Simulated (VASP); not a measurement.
# Si2Mo (AlB2 type) (P6/mmm) in VASP: further runs

Runs on Si2Mo (AlB2 type). Level: PBE. Tasks: single point.

Everything below comes from runs of VASP 6.6.1. Logs are shortened: lines on timing, memory, paths and dates and some standing lists are left out, and cuts for length are marked.

**1. The cell of the first run**

Symmetry: P6/mmm, No. 191, hexagonal system. Conventional cell: a = 3.963 Å, b = 3.963 Å, c = 2.467 Å, α = 90.00°, β = 90.00°, γ = 120.00°. Within 3.3 Å of Mo (site symmetry 6/mmm) lie 2 Mo at 2.47 Å and 12 Si at 2.60 Å. Si (site symmetry -6m2) has 5 Si at 2.29 to 2.47 Å and 6 Mo at 2.60 Å within 3.0 Å.

**2. Single point, PBE (11.19 Å³/atom)**

Contents of INCAR:

```
SYSTEM = Si2Mo
PREC = Accurate
ENCUT = 520
EDIFF = 1E-6
ISMEAR = -1
SIGMA = 0.08
LREAL = .FALSE.
LASPH = .TRUE.
NELM = 60
ALGO = Normal
ISIF = 2
LWAVE = .FALSE.
LCHARG = .FALSE.
GGA = PE
NBANDS = 18
```

Contents of KPOINTS:

```
Automatic mesh
0
G
  9 9 7
  0 0 0
```

Contents of POSCAR:

```
Si2Mo
1.0
    3.9630789364      0.0000000000      0.0000000000
   -1.9815394682      3.4321270362      0.0000000000
    0.0000000000      0.0000000000      2.4674206205
Mo Si
1 2
Direct
    0.0000000000      0.0000000000      0.0000000000
    0.3333333333      0.6666666667      0.5000000000
    0.6666666667      0.3333333333      0.5000000000
```

Potentials or basis: VASP PAW PBE potentials, release 64 (Mo_sv, Si).

On the command line:

```bash
> cat potpaw_PBE.64/Mo_sv/POTCAR potpaw_PBE.64/Si/POTCAR > POTCAR
> mpirun -np 1 vasp_std > vasp.out
```

OUTCAR:

```text
SYSTEM = Si2Mo
   PREC = Accurate
   ENCUT = 520
   EDIFF = 1E-6
   ISMEAR = -1
   LREAL = .FALSE.
   LASPH = .TRUE.
   NELM = 60
   ISIF = 2
   GGA = PE

 ion  position               nearest neighbor table
   1  0.000  0.000  0.000-   2 2.60   3 2.60   2 2.60   3 2.60   3 2.60   3 2.60   2 2.60   2 2.60
                             3 2.60   3 2.60   2 2.60   2 2.60
   2  0.333  0.667  0.500-   3 2.29   3 2.29   3 2.29   1 2.60   1 2.60   1 2.60   1 2.60   1 2.60
                             1 2.60
   3  0.667  0.333  0.500-   2 2.29   2 2.29   2 2.29   1 2.60   1 2.60   1 2.60   1 2.60   1 2.60
                             1 2.60

  LATTYP: Found a hexagonal cell.
 ALAT       =     3.9630789364
 C/A-ratio  =     0.6226019365

  Lattice vectors:

 A1 = (   3.9630789364,   0.0000000000,   0.0000000000)
 A2 = (  -1.9815394682,   3.4321270362,   0.0000000000)
 A3 = (   0.0000000000,   0.0000000000,   2.4674206205)

Analysis of symmetry for initial positions (statically):
=====================================================================
 Subroutine PRICEL returns:
 Original cell was already a primitive cell.

 Routine SETGRP: Setting up the symmetry group for a
 hexagonal supercell.

 Subroutine GETGRP returns: Found 24 space group operations
 (whereof 24 operations were pure point group operations)
 out of a pool of 24 trial point group operations.

The static configuration has the point symmetry D_6h.

Analysis of symmetry for dynamics (positions and initial velocities):
=====================================================================
 Subroutine PRICEL returns:
 Original cell was already a primitive cell.

 Routine SETGRP: Setting up the symmetry group for a
 hexagonal supercell.

 Subroutine GETGRP returns: Found 24 space group operations
 (whereof 24 operations were pure point group operations)
 out of a pool of 24 trial point group operations.

The dynamic configuration has the point symmetry D_6h.

 Subroutine INISYM returns: Found 24 space group operations
 (whereof 24 operations are pure point group operations),
 and found     1 'primitive' translations

----------------------------------------------------------------------------------------

                                     Primitive cell

  volume of cell :      33.5613

  direct lattice vectors                    reciprocal lattice vectors
     3.963078936  0.000000000  0.000000000     0.252329064  0.145682253  0.000000000
    -1.981539468  3.432127036  0.000000000     0.000000000  0.291364506  0.000000000
     0.000000000  0.000000000  2.467420620     0.000000000  0.000000000  0.405281528

  length of vectors
     3.963078936  3.963078936  2.467420620     0.291364506  0.291364506  0.405281528

  position of ions in fractional coordinates (direct lattice)
     0.000000000  0.000000000  0.000000000
     0.333333333  0.666666667  0.500000000
     0.666666667  0.333333333  0.500000000

  ion indices of the primitive-cell ions
   primitive index   ion index
                 1           1
                 2           2
                 3           3

----------------------------------------------------------------------------------------

 KPOINTS: Automatic mesh

Automatic generation of k-mesh.
 Grid dimensions read from file:
 generate k-points for:    9    9    7

 Generating k-lattice:

  Cartesian coordinates                     Fractional coordinates (reciprocal lattice)
     0.028036563  0.016186917  0.000000000     0.111111111  0.000000000  0.000000000
     0.000000000  0.032373834  0.000000000     0.000000000  0.111111111  0.000000000
     0.000000000  0.000000000  0.057897361     0.000000000  0.000000000  0.142857143

  Length of vectors
     0.032373834  0.032373834  0.057897361

  Shift w.r.t. Gamma in fractional coordinates (k-lattice)
     0.000000000  0.000000000  0.000000000

 Subroutine IBZKPT returns following result:
 ===========================================

 Found     48 irreducible k-points:

 Following reciprocal coordinates:
            Coordinates               Weight
  0.000000  0.000000  0.000000      1.000000
  0.111111  0.000000  0.000000      6.000000
  0.222222 -0.000000  0.000000      6.000000
  0.333333 -0.000000  0.000000      6.000000
  0.444444 -0.000000  0.000000      6.000000
  0.111111  0.111111  0.000000      6.000000
[... 16 lines left out ...]
  0.333333  0.222222  0.142857     24.000000
  0.333333  0.333333  0.142857      4.000000
 [... further k-points ...]
   k-points           NKPTS =     48   k-points in BZ     NKDIM =     48   number of bands    NBANDS=     18
   number of dos      NEDOS =    301   number of ions     NIONS =      3
   total plane-waves  NPLWV =  16200
   dimension x,y,z NGX =    30 NGY =   30 NGZ =   18
   dimension x,y,z NGXF=    60 NGYF=   60 NGZF=   36
   ions per type =               1   2
   NGX,Y,Z   is equivalent  to a cutoff of  12.58, 12.58, 12.13 a.u.
   NGXF,Y,Z  is equivalent  to a cutoff of  25.17, 25.17, 24.26 a.u.
 SYSTEM =  Si2Mo
   PREC   = accura    normal or accurate (medium, high low for compatibility)
   ISTART =      0    job   : 0-new  1-cont  2-samecut
   ICHARG =      2    charge: 1-file 2-atom 10-const
   ISPIN  =      1    spin polarized calculation?
   LNONCOLLINEAR =      F non collinear calculations
   LSORBIT =      F    spin-orbit coupling
   LASPH  =      T    aspherical Exc in radial PAW
   ENCUT  =  520.0 eV  38.22 Ry    6.18 a.u.   7.37  7.37  4.59*2*pi/ulx,y,z
   NELM   =     60;   NELMIN=  2; NELMDL= -5     # of ELM steps
   EDIFF  = 0.1E-05   stopping-criterion for ELM
   LREAL  =      F    real-space projection
   EDIFFG = 0.1E-04   stopping-criterion for IOM
   NSW    =      0    number of steps for IOM
   IBRION =     -1    ionic relax: 0-MD 1-quasi-New 2-CG
   NFREE  =      0    steps in history (QN), initial steepest desc. (CG)
   ISIF   =      2    stress and relaxation
   ISYM   =      2    0-nonsym 1-usesym 2-fastsym
   POTIM  = 0.5000    time-step for ionic-motion
   TEBEG  =    0.0;   TEEND  =   0.0 temperature during run
   PSTRESS=    0.0 pullay stress
   NELECT =      22.0000    total number of electrons
   NUPDOWN=      -1.0000    fix difference up-down
   EMIN   =  10.00;   EMAX   =-10.00  energy-range for DOS
   EFERMI =   0.00;   METHOD = LEGACY
   ISMEAR =    -1;   SIGMA  =   0.08  broadening in eV -4-tet -1-fermi 0-gaus
   EFERMI_NEDOS =   21; number of points for ismear=-14 and -15
   IALGO  =     38    algorithm
   IMIX   =      4    mixing-type and parameters
     AMIX     =   0.40;   BMIX     =  1.00
     AMIX_MAG =   1.60;   BMIX_MAG =  1.00
  volume/ion in A,a.u.               =      11.19        75.49
  Fermi-wavevector in a.u.,A,eV,Ry     =   1.422119  2.687415 27.516732  2.022423
  Thomas-Fermi vector in A             =   2.542857
   LORBIT       =      0    0 simple, 1 ext, 2 COOP (PROOUT), +10 PAW based schemes
   GGA     = PE    functional components
   LHFCALC =     F    Hartree Fock is set to
   AEXX    =    0.0000 exact exchange contribution
   IVDW    =     0    specifies the selected vdW correction
   LEPSILON=     F    determine dielectric tensor
   LRPA    =     F    only Hartree local field effects (RPA)
 non-spin polarized calculation
  energy-cutoff  :      520.00
  volume of cell :       33.56
 maximum number of plane-waves:       927
 NGX is ok and might be reduce to    30
   NGX = 15   NGY = 15   NGZ =  9

 number of electron      21.9999994 magnetization

 Free energy of the ion-electron system (eV)
  ---------------------------------------------------
  ext. energy  EPLUGINS =         0.00000000
  ---------------------------------------------------
  free energy    TOTEN  =       -19.96346988 eV

  energy without entropy =      -19.93287479  energy(sigma->0) =      -19.94817233

 E-fermi :  15.6527     XC(G=0): -13.3196

 val. band max:       15.6324742616   @ k =   0.4444  -0.0000   0.2857
 cond. band min:      15.7300506687   @ k =   0.3333   0.3333   0.1429
 fundamental gap:      0.0975764071
 Fermi energy:        15.6526834588

 k-point     1 :       0.0000    0.0000    0.0000
  band No.  band energies     occupation
      1     -45.6023      2.00000
      2     -19.8178      2.00000
      3     -19.8178      2.00000
      4     -18.6724      2.00000
      5       0.1107      2.00000
      6       7.9513      2.00000
[... 10 lines left out ...]
     17      23.2611      0.00000
     18      26.6433      0.00000

 k-point     2 :       0.1111    0.0000    0.0000
  band No.  band energies     occupation
      1     -45.6020      2.00000
      2     -19.8265      2.00000
      3     -19.8197      2.00000
      4     -18.6721      2.00000
      5       0.2891      2.00000
      6       7.2420      2.00000
[... 10 lines left out ...]
     17      23.1160      0.00000
     18      27.0595      0.00000

 k-point     3 :       0.2222   -0.0000    0.0000
  band No.  band energies     occupation
      1     -45.6011      2.00000
      2     -19.8485      2.00000
      3     -19.8246      2.00000
      4     -18.6715      2.00000
      5       0.8056      2.00000
      6       6.0447      2.00000
[... 10 lines left out ...]
     17      23.0885      0.00000
     18      27.7890      0.00000

 k-point     4 :       0.3333   -0.0000    0.0000
  band No.  band energies     occupation
      1     -45.6001      2.00000
      2     -19.8732      2.00000
      3     -19.8301      2.00000
      4     -18.6707      2.00000
      5       1.6032      2.00000
      6       4.8707      2.00000
[... 375 lines left out ...]
      4     -19.1389      2.00000
      5       2.4629      2.00000
      6       5.0222      2.00000
[... 10 lines left out ...]
     17      24.6435      0.00000
     18      25.0695      0.00000

 k-point    23 :       0.3333    0.2222    0.1429
  band No.  band energies     occupation
      1     -45.5351      2.00000
      2     -19.8157      2.00000
      3     -19.7899      2.00000
      4     -19.1381      2.00000
      5       3.2722      2.00000
      6       4.2831      2.00000
[... 10 lines left out ...]
     17      23.2409      0.00000
     18      25.0661      0.00000

 k-point    24 :       0.3333    0.3333    0.1429
  band No.  band energies     occupation
      1     -45.5349      2.00000
      2     -19.8053      2.00000
      3     -19.8053      2.00000
      4     -19.1378      2.00000
      5       3.8650      2.00000
      6       3.8650      2.00000
[... 10 lines left out ...]
     17      22.3564      0.00000
     18      24.6624      0.00000

 [... further k-points ...]

------------------------ aborting loop because EDIFF is reached ----------------------------------------

  FORCE on cell =-STRESS in cart. coord.  units (eV):
  Direction    XX          YY          ZZ          XY          YZ          ZX
  --------------------------------------------------------------------------------------
  -------------------------------------------------------------------------------------
  Total       13.2103204     13.2103204     13.2697348      0.0000000     -0.0000000      0.0000000
  in kB      630.6445765    630.6445765    633.4809480      0.0000000     -0.0000000      0.0000000
  external PRESSURE =     631.5900337 kB  Pullay stress =       0.0000000 kB

 VOLUME and BASIS-vectors are now :
 -----------------------------------------------------------------------------
  energy-cutoff  :      520.00
  volume of cell :       33.56
      direct lattice vectors                 reciprocal lattice vectors
     3.963078936  0.000000000  0.000000000     0.252329064  0.145682253  0.000000000
    -1.981539468  3.432127036  0.000000000     0.000000000  0.291364506  0.000000000
     0.000000000  0.000000000  2.467420620     0.000000000  0.000000000  0.405281528

 POSITION                                       TOTAL-FORCE (eV/Angst)
 -----------------------------------------------------------------------------------
      0.00000      0.00000      0.00000         0.000000      0.000000     -0.000000
     -0.00000      2.28808      1.23371         0.000000      0.000000      0.000000
      1.98154      1.14404      1.23371        -0.000000      0.000000     -0.000000
 -----------------------------------------------------------------------------------
    total drift:                                0.000000     -0.000000      0.000000

  FREE ENERGIE OF THE ION-ELECTRON SYSTEM (eV)
  ---------------------------------------------------
  free  energy   TOTEN  =       -19.9634698801 eV

  energy  without entropy=      -19.9328747880  energy(sigma->0) =      -19.94817233
```

It took 33 s on 1 thread of Intel Xeon 8259CL, shared host; peak memory 0.16 GiB.

Results:

```
Free energy            : -19.9635 eV
Pressure               : 63.2 GPa
Band gap on the k mesh : zero (bands 11 and 12 overlap by 2.29 eV)
```

Stress tensor (GPa, compression positive):
```
63.06  0.00  0.00
 0.00 63.06  0.00
 0.00  0.00 63.35
```

Caveat: the k points lie up to 0.36 Å⁻¹ apart, too coarse for converged energies and pressures of a metal.

[end of part 1 of 2]
